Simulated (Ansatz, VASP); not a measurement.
# Two plane-wave programs on Os

POSCAR

```
Os
1.0
    0.0000000000      1.9450000000      1.9741750000
    1.9450000000      0.0000000000      1.9741750000
    1.9450000000      1.9450000000      0.0000000000
Os
1
Direct
    0.0000000000      0.0000000000      0.0000000000
```

The input INCAR.step1:

```
SYSTEM = Os
PREC = Accurate
ENCUT = 520
ISMEAR = 0
SIGMA = 0.15
LREAL = .False.
LASPH = .True.
NELM = 60
NBANDS = 10
GGA = PE
ALGO = Normal
EDIFF = 1E-4
LWAVE = .True.
LCHARG = .False.
```

The input INCAR.step2:

```
SYSTEM = Os
PREC = Accurate
ENCUT = 520
EDIFF = 1E-6
ISMEAR = 0
SIGMA = 0.15
LREAL = .False.
LASPH = .True.
NELM = 60
ALGO = Normal
ISIF = 2
LWAVE = .False.
LCHARG = .False.
METAGGA = R2SCAN
LMIXTAU = .True.
NBANDS = 10
ISTART = 1
```

The input KPOINTS:

```
Automatic mesh
0
Gamma
  20 20 20
  0 0 0
```

Input for Ansatz:

```yaml
crystal:
  lattice:
    - [0.0, 1.945, 1.974175]
    - [1.945, 0.0, 1.974175]
    - [1.945, 1.945, 0.0]
  atoms:
    - { symbol: Os, position: [0.0, 0.0, 0.0] }
basis:
  ecutwfc: 500
kpoints:
  mp_grid: { grid: [20, 20, 20] }
hamiltonian:
  xc: r2scan
scf:
  occupations: { method: gaussian, width: 0.15 }
output:
  forces: true
  stress: true
  eigenvalues: true
```

Change from the starting cell: strain +0.000 along x and y, +0.015 along z, atoms carried along.

Alike in both runs: task single point; functional r2SCAN; k mesh 20 × 20 × 20; occupations gaussian, width 0.15 eV; no spin polarisation.

|  | VASP | Ansatz |
| --- | --- | --- |
| version | VASP 6.6.1 | Ansatz 0.2.0 |
| potentials or method | VASP PAW PBE potentials, release 64 (Os), cutoff 520 eV | scalar-relativistic, plane waves, PAW |
| valence electrons in the cell | 8 | 16 |

```csv
,VASP,Ansatz,Ansatz less VASP
gap on the k mesh at the Fermi level (eV),none,none,-
pressure (GPa),-21.2,-21.7,-0.45
"traceless stress, the component that is largest in VASP (GPa)",-2.65,-2.64,+0.019
```

VASP's potentials were made for PBE, not for r2SCAN. A gap of «none» marks a metal or a gap that the smearing closes. VASP's potentials hold 8 valence electrons a cell and Ansatz's 16, so a difference there can come from the potentials and not from the codes.

Spin-orbit coupling is off throughout.
